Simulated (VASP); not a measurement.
# GaP (R-3m) in VASP: further runs

The runs below take GaP through single point, with PBEsol.

Everything below comes from runs of VASP 6.6.1. Logs are shortened: lines on timing, memory, paths and dates and some standing lists are left out, and cuts for length are marked.

**1. The cell of the first run**

Symmetry: R-3m, No. 166, trigonal system. The conventional cell has a = 4.197 Å, b = 4.197 Å, c = 20.836 Å, α = 90.00°, β = 90.00°, γ = 120.00°. Within 3.4 Å of Ga (site symmetry 3m) lie 3 P at 2.60 Å and 1 Ga at 2.69 Å. P (site symmetry 3m) has 1 P at 2.39 Å and 3 Ga at 2.60 Å within 3.2 Å.

**2. Single point, PBEsol (strain +0.080 along x and y, +0.080 along z)**

Input file INCAR:

```
PREC = Accurate
ENCUT = 520
EDIFF = 1E-6
ISMEAR = 0
SIGMA = 0.05
LREAL = False
LASPH = True
NELM = 80
ALGO = Normal
ISIF = 2
LWAVE = False
LCHARG = True
GGA = PS
LELF = True
LVHAR = True
NBANDS = 26
```

Input file KPOINTS:

```
regular mesh
0
Gamma
  9 9 9
```

Input file POSCAR:

```
GaP
1.0
    2.0984563895      1.2115443614      6.9452749083
   -2.0984563895      1.2115443614      6.9452749083
    0.0000000000     -2.4230887228      6.9452749083
Ga P
2 2
Direct
    0.4353720000      0.4353720000      0.4353720000
    0.5646280000      0.5646280000      0.5646280000
    0.0573890000      0.0573890000      0.0573890000
    0.9426110000      0.9426110000      0.9426110000
```

Potentials or basis: VASP PAW PBE potentials, release 64 (Ga_d, P).

Started as:

```console
$ cat potpaw_PBE.64/Ga_d/POTCAR potpaw_PBE.64/P/POTCAR > POTCAR
$ mpirun -np 1 vasp_std > vasp.out
```

OUTCAR:

```text
PREC = Accurate
   ENCUT = 520
   EDIFF = 1E-6
   ISMEAR = 0
   LREAL = False
   LASPH = True
   NELM = 80
   ISIF = 2
   GGA = PS

 ion  position               nearest neighbor table
   1  0.435  0.435  0.435-   3 2.60   3 2.60   3 2.60   2 2.69
   2  0.565  0.565  0.565-   4 2.60   4 2.60   4 2.60   1 2.69
   3  0.057  0.057  0.057-   4 2.39   1 2.60   1 2.60   1 2.60
   4  0.943  0.943  0.943-   3 2.39   2 2.60   2 2.60   2 2.60

  LATTYP: Found a trigonal (rhomboedric) cell.
 ALAT       =     7.3558277923
 COS(alpha) =     0.8372328403

  Lattice vectors:

 A1 = (   2.0984563895,   1.2115443614,   6.9452749083)
 A2 = (  -2.0984563895,   1.2115443614,   6.9452749083)
 A3 = (   0.0000000000,  -2.4230887228,   6.9452749083)

Analysis of symmetry for initial positions (statically):
=====================================================================
 Subroutine PRICEL returns:
 Original cell was already a primitive cell.

 Routine SETGRP: Setting up the symmetry group for a
 trigonal (rhombohedral) supercell.

 Subroutine GETGRP returns: Found 12 space group operations
 (whereof 12 operations were pure point group operations)
 out of a pool of 12 trial point group operations.

The static configuration has the point symmetry D_3d.

Analysis of symmetry for dynamics (positions and initial velocities):
=====================================================================
 Subroutine PRICEL returns:
 Original cell was already a primitive cell.

 Routine SETGRP: Setting up the symmetry group for a
 trigonal (rhombohedral) supercell.

 Subroutine GETGRP returns: Found 12 space group operations
 (whereof 12 operations were pure point group operations)
 out of a pool of 12 trial point group operations.

The dynamic configuration has the point symmetry D_3d.

 Subroutine INISYM returns: Found 12 space group operations
 (whereof 12 operations are pure point group operations),
 and found     1 'primitive' translations

----------------------------------------------------------------------------------------

                                     Primitive cell

  volume of cell :     105.9449

  direct lattice vectors                    reciprocal lattice vectors
     2.098456389  1.211544361  6.945274908     0.238270379  0.137565468  0.047994261
    -2.098456389  1.211544361  6.945274908    -0.238270379  0.137565468  0.047994261
     0.000000000 -2.423088723  6.945274908     0.000000000 -0.275130935  0.047994261

  length of vectors
     7.355827792  7.355827792  7.355827792     0.279285661  0.279285661  0.279285661

  position of ions in fractional coordinates (direct lattice)
     0.435372000  0.435372000  0.435372000
     0.564628000  0.564628000  0.564628000
     0.057389000  0.057389000  0.057389000
     0.942611000  0.942611000  0.942611000

  ion indices of the primitive-cell ions
   primitive index   ion index
                 1           1
                 2           2
                 3           3
                 4           4

----------------------------------------------------------------------------------------

 KPOINTS: regular mesh

Automatic generation of k-mesh.
 Grid dimensions read from file:
 generate k-points for:    9    9    9

 Generating k-lattice:

  Cartesian coordinates                     Fractional coordinates (reciprocal lattice)
     0.026474487  0.015285052  0.005332696     0.111111111  0.000000000  0.000000000
    -0.026474487  0.015285052  0.005332696     0.000000000  0.111111111  0.000000000
     0.000000000 -0.030570104  0.005332696     0.000000000  0.000000000  0.111111111

  Length of vectors
     0.031031740  0.031031740  0.031031740

  Shift w.r.t. Gamma in fractional coordinates (k-lattice)
     0.000000000  0.000000000  0.000000000

 Subroutine IBZKPT returns following result:
 ===========================================

 Found     85 irreducible k-points:

 Following reciprocal coordinates:
            Coordinates               Weight
  0.000000  0.000000  0.000000      1.000000
  0.111111  0.000000 -0.000000      6.000000
  0.222222  0.000000 -0.000000      6.000000
  0.333333  0.000000 -0.000000      6.000000
  0.444444  0.000000 -0.000000      6.000000
  0.111111  0.111111 -0.000000      6.000000
[... 16 lines left out ...]
 -0.333333  0.333333  0.000000      6.000000
  0.444444  0.444444 -0.000000      6.000000
 [... further k-points ...]
   k-points           NKPTS =     85   k-points in BZ     NKDIM =     85   number of bands    NBANDS=     26
   number of dos      NEDOS =    301   number of ions     NIONS =      4
   total plane-waves  NPLWV = 175616
   dimension x,y,z NGX =    56 NGY =   56 NGZ =   56
   dimension x,y,z NGXF=   112 NGYF=  112 NGZF=  112
   ions per type =               2   2
   NGX,Y,Z   is equivalent  to a cutoff of  12.66, 12.66, 12.66 a.u.
   NGXF,Y,Z  is equivalent  to a cutoff of  25.31, 25.31, 25.31 a.u.
 SYSTEM =  unknown system
   PREC   = accura    normal or accurate (medium, high low for compatibility)
   ISTART =      0    job   : 0-new  1-cont  2-samecut
   ICHARG =      2    charge: 1-file 2-atom 10-const
   ISPIN  =      1    spin polarized calculation?
   LNONCOLLINEAR =      F non collinear calculations
   LSORBIT =      F    spin-orbit coupling
   LASPH  =      T    aspherical Exc in radial PAW
   ENCUT  =  520.0 eV  38.22 Ry    6.18 a.u.  13.68 13.68 13.68*2*pi/ulx,y,z
   NELM   =     80;   NELMIN=  2; NELMDL= -5     # of ELM steps
   EDIFF  = 0.1E-05   stopping-criterion for ELM
   LREAL  =      F    real-space projection
   EDIFFG = 0.1E-04   stopping-criterion for IOM
   NSW    =      0    number of steps for IOM
   IBRION =     -1    ionic relax: 0-MD 1-quasi-New 2-CG
   NFREE  =      0    steps in history (QN), initial steepest desc. (CG)
   ISIF   =      2    stress and relaxation
   ISYM   =      2    0-nonsym 1-usesym 2-fastsym
   POTIM  = 0.5000    time-step for ionic-motion
   TEBEG  =    0.0;   TEEND  =   0.0 temperature during run
   PSTRESS=    0.0 pullay stress
   NELECT =      36.0000    total number of electrons
   NUPDOWN=      -1.0000    fix difference up-down
   EMIN   =  10.00;   EMAX   =-10.00  energy-range for DOS
   EFERMI =   0.00;   METHOD = LEGACY
   ISMEAR =     0;   SIGMA  =   0.05  broadening in eV -4-tet -1-fermi 0-gaus
   EFERMI_NEDOS =   21; number of points for ismear=-14 and -15
   IALGO  =     38    algorithm
   IMIX   =      4    mixing-type and parameters
     AMIX     =   0.40;   BMIX     =  1.00
     AMIX_MAG =   1.60;   BMIX_MAG =  1.00
  volume/ion in A,a.u.               =      26.49       178.74
  Fermi-wavevector in a.u.,A,eV,Ry     =   1.142393  2.158810 17.756455  1.305063
  Thomas-Fermi vector in A             =   2.279091
   LORBIT       =      0    0 simple, 1 ext, 2 COOP (PROOUT), +10 PAW based schemes
   GGA     = PS    functional components
   LHFCALC =     F    Hartree Fock is set to
   AEXX    =    0.0000 exact exchange contribution
   IVDW    =     0    specifies the selected vdW correction
   LEPSILON=     F    determine dielectric tensor
   LRPA    =     F    only Hartree local field effects (RPA)
 non-spin polarized calculation
 Gauss-broadening in eV      SIGMA  =   0.05
  energy-cutoff  :      520.00
  volume of cell :      105.94
 maximum number of plane-waves:      2868
   NGX = 27   NGY = 27   NGZ = 27

 number of electron      36.0000003 magnetization

 Free energy of the ion-electron system (eV)
  ---------------------------------------------------
  ext. energy  EPLUGINS =         0.00000000
  ---------------------------------------------------
  free energy    TOTEN  =       -18.17842863 eV

  energy without entropy =      -18.17820985  energy(sigma->0) =      -18.17831924

 E-fermi :   2.5397     XC(G=0):  -8.8536

 val. band max:        2.5240990537   @ k =   0.0000   0.0000   0.0000
 cond. band min:       2.5749564844   @ k =   0.1111   0.1111   0.1111
 fundamental gap:      0.0508574307
 Fermi energy:         2.5396859309

 k-point     1 :       0.0000    0.0000    0.0000
  band No.  band energies     occupation
      1     -11.9847      2.00000
      2     -11.9117      2.00000
      3     -11.9117      2.00000
      4     -11.9049      2.00000
      5     -11.9049      2.00000
      6     -11.8800      2.00000
[... 18 lines left out ...]
     25       6.8671      0.00000
     26       9.5676      0.00000

 k-point     2 :       0.1111    0.0000   -0.0000
  band No.  band energies     occupation
      1     -11.9834      2.00000
      2     -11.9162      2.00000
      3     -11.9111      2.00000
      4     -11.9074      2.00000
      5     -11.9026      2.00000
      6     -11.8808      2.00000
[... 18 lines left out ...]
     25       7.1795      0.00000
     26      10.1808      0.00000

 k-point     3 :       0.2222    0.0000   -0.0000
  band No.  band energies     occupation
      1     -11.9801      2.00000
      2     -11.9274      2.00000
      3     -11.9134      2.00000
      4     -11.9100      2.00000
      5     -11.8968      2.00000
      6     -11.8830      2.00000
[... 18 lines left out ...]
     25       7.9477      0.00000
     26       9.3691      0.00000

 k-point     4 :       0.3333    0.0000   -0.0000
  band No.  band energies     occupation
      1     -11.9762      2.00000
      2     -11.9402      2.00000
      3     -11.9195      2.00000
      4     -11.9092      2.00000
      5     -11.8901      2.00000
      6     -11.8855      2.00000
[... 18 lines left out ...]
     25       8.5914      0.00000
     26       8.6024      0.00000
[... 496 lines left out ...]
      1     -11.9704      2.00000
      2     -11.9403      2.00000
      3     -11.9314      2.00000
      4     -11.9067      2.00000
      5     -11.8960      2.00000
      6     -11.8783      2.00000
[... 18 lines left out ...]
     25       9.1121      0.00000
     26       9.8735      0.00000

 k-point    23 :      -0.3333    0.3333    0.0000
  band No.  band energies     occupation
      1     -11.9688      2.00000
      2     -11.9446      2.00000
      3     -11.9300      2.00000
      4     -11.9020      2.00000
      5     -11.9015      2.00000
      6     -11.8739      2.00000
[... 18 lines left out ...]
     25       8.9212      0.00000
     26       9.4112      0.00000

 k-point    24 :       0.4444    0.4444   -0.0000
  band No.  band energies     occupation
      1     -11.9737      2.00000
      2     -11.9355      2.00000
      3     -11.9324      2.00000
      4     -11.9107      2.00000
      5     -11.8873      2.00000
      6     -11.8855      2.00000
[... 18 lines left out ...]
     25       9.8769      0.00000
     26      10.6340      0.00000

 [... further k-points ...]
[... 5 lines left out ...]
  --------------------------------------------------------------------------------------
  -------------------------------------------------------------------------------------
  Total       -7.1140911     -7.1140911     -8.3205715     -0.0000000      0.0000000     -0.0000000
  in kB     -107.5845842   -107.5845842   -125.8298787     -0.0000000      0.0000000     -0.0000000
  external PRESSURE =    -113.6663490 kB  Pullay stress =       0.0000000 kB

 VOLUME and BASIS-vectors are now :
 -----------------------------------------------------------------------------
  energy-cutoff  :      520.00
  volume of cell :      105.94
      direct lattice vectors                 reciprocal lattice vectors
     2.098456389  1.211544361  6.945274908     0.238270379  0.137565468  0.047994261
    -2.098456389  1.211544361  6.945274908    -0.238270379  0.137565468  0.047994261
     0.000000000 -2.423088723  6.945274908     0.000000000 -0.275130935  0.047994261

 POSITION                                       TOTAL-FORCE (eV/Angst)
 -----------------------------------------------------------------------------------
      0.00000      0.00000      9.07133         0.000000      0.000000     -0.220858
      0.00000      0.00000     11.76449         0.000000     -0.000000      0.220858
      0.00000      0.00000      1.19575         0.000000     -0.000000     -0.378453
      0.00000      0.00000     19.64008         0.000000      0.000000      0.378453
 -----------------------------------------------------------------------------------
    total drift:                               -0.000000      0.000000      0.000000

  FREE ENERGIE OF THE ION-ELECTRON SYSTEM (eV)
  ---------------------------------------------------
  free  energy   TOTEN  =       -18.1784286314 eV

  energy  without entropy=      -18.1782098528  energy(sigma->0) =      -18.17831924
```

It took 8.6 min on 1 thread of Intel Xeon Platinum 8259CL at 2.50GHz (Skylake/Cascade Lake), shared host; peak memory 0.54 GiB.

What came out:

```yaml
Free_energy: -18.1784 eV
Pressure: -11.4 GPa
Largest_force: 0.378 eV/Å
Band_gap_on_the_k_mesh: zero (filled and empty bands touch)
```

Forces in eV/Å, atoms in the order of the input:
```
Ga   0.000  0.000 -0.221
Ga   0.000  0.000  0.221
P    0.000  0.000 -0.378
P    0.000  0.000  0.378
```

Caveat: the cell differs from its parent crystal (strain +0.080 along x and y, +0.080 along z); the cell stands under tension; semilocal functionals underestimate gaps, so a narrow gap can read as zero; the PAW data sets were made with another functional, which shifts forces and pressure a little.

**3. Single point, PBEsol (strain -0.080 along x and y, -0.040 along z)**

Input file INCAR:

```
ALGO = Normal ; EDIFF = 1E-6
ENCUT = 520 ; GGA = PS
ISIF = 2 ; ISMEAR = 0
LASPH = True ; LCHARG = False
LREAL = False ; LWAVE = False
NBANDS = 26 ; NELM = 100
PREC = Accurate ; SIGMA = 0.05
```

Input file KPOINTS:

```
k-points
0
Gamma
  9 9 9
```

Input file POSCAR:

```
GaP
1.0
    1.7875739614      1.0320563078      6.1735776963
   -1.7875739614      1.0320563078      6.1735776963
    0.0000000000     -2.0641126157      6.1735776963
Ga P
2 2
Direct
    0.4353720000      0.4353720000      0.4353720000
    0.5646280000      0.5646280000      0.5646280000
    0.0573890000      0.0573890000      0.0573890000
    0.9426110000      0.9426110000      0.9426110000
```

Potentials or basis: VASP PAW PBE potentials, release 64 (Ga_d, P).

Started as:

```console
$ cat potpaw_PBE.64/Ga_d/POTCAR potpaw_PBE.64/P/POTCAR > POTCAR
$ mpirun -np 1 vasp_std > vasp.out
```

Run time: 4 min. Hardware: 1 thread of Intel Xeon Platinum 8259CL at 2.50GHz (Skylake/Cascade Lake), shared host; peak memory 0.39 GiB.

Results (log left out):

```yaml
Free_energy: -18.6455 eV
Pressure: 19.2 GPa
Largest_force: 0.881 eV/Å
Band_gap_on_the_k_mesh: 0.36 eV (least direct gap 1.53 eV)
```

Forces on the atoms (eV/Å):
```
Ga   0.000  0.000  0.881
Ga   0.000  0.000 -0.881
P    0.000  0.000 -0.204
P    0.000  0.000  0.204
```

Stress tensor (GPa, compression positive):
```
22.33  0.00  0.00
 0.00 22.33  0.00
 0.00  0.00 12.90
```

Levels at points of the mesh, in eV from the valence-band top:
| k point | band 14 | band 15 | band 16 | band 17 | band 18 | band 19 | band 20 | band 21 | band 22 | band 23 |
| --- | --- | --- | --- | --- | --- | --- | --- | --- | --- | --- |
| (0.00, 0.00, 0.00) | -2.00 | -2.00 | -0.61 | 0.00 | 0.00 | 1.72 | 1.82 | 3.75 | 3.79 | 3.79 |

Caveat: the cell differs from its parent crystal (strain -0.080 along x and y, -0.040 along z); the cell stands under pressure; the PAW data sets were made with another functional, which shifts forces and pressure a little; an odd mesh through Γ misses points on the zone boundary, where band edges can lie.
